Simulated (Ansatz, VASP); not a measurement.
BN in VASP and in Ansatz

```
B N
1.0
     4.38950    0.00000    0.00000
     0.00000    4.38950    0.00000
     0.00000    0.00000    2.47270
B N
4 4
Direct
  0.17428 0.82572 0.50000
  0.32572 0.32572 0.00000
  0.67428 0.67428 0.00000
  0.82572 0.17428 0.50000
  0.81261 0.81261 0.50000
  0.31261 0.68739 0.00000
  0.68739 0.31261 0.00000
  0.18739 0.18739 0.50000
```

Alike in both runs: task single point; functional PBE; k mesh 6 × 6 × 10; occupations gaussian, width 0.05 eV; no spin polarisation.

|  | VASP | Ansatz |
| --- | --- | --- |
| version | VASP 6.6.1 | Ansatz 0.2.0 |
| potentials or method | VASP PAW PBE potentials, release 64 (B, N), cutoff 520 eV | scalar-relativistic, plane waves, PAW |
| valence electrons in the cell | 32 | 32 |

Ansatz gave:

| Item | Value |
| --- | --- |
| gap on the k mesh at the Fermi level (eV) | 4.83 |
| least direct gap on the mesh (eV) | 6.00 |
| pressure (GPa) | 18.4 |
| traceless stress, the component that is largest in VASP (GPa) | 15.84 |
| rms of the force components (eV/Å) | 0.088 |

**Question.** What did VASP give for the same quantities?

**Answer.** gap on the k mesh at the Fermi level (eV): 4.81; least direct gap on the mesh (eV): 5.98; pressure (GPa): 18.9; traceless stress, the component that is largest in VASP (GPa): 16.01; rms of the force components (eV/Å): 0.091.

Atom by atom the forces differ by 0.003 eV/Å (rms over components).
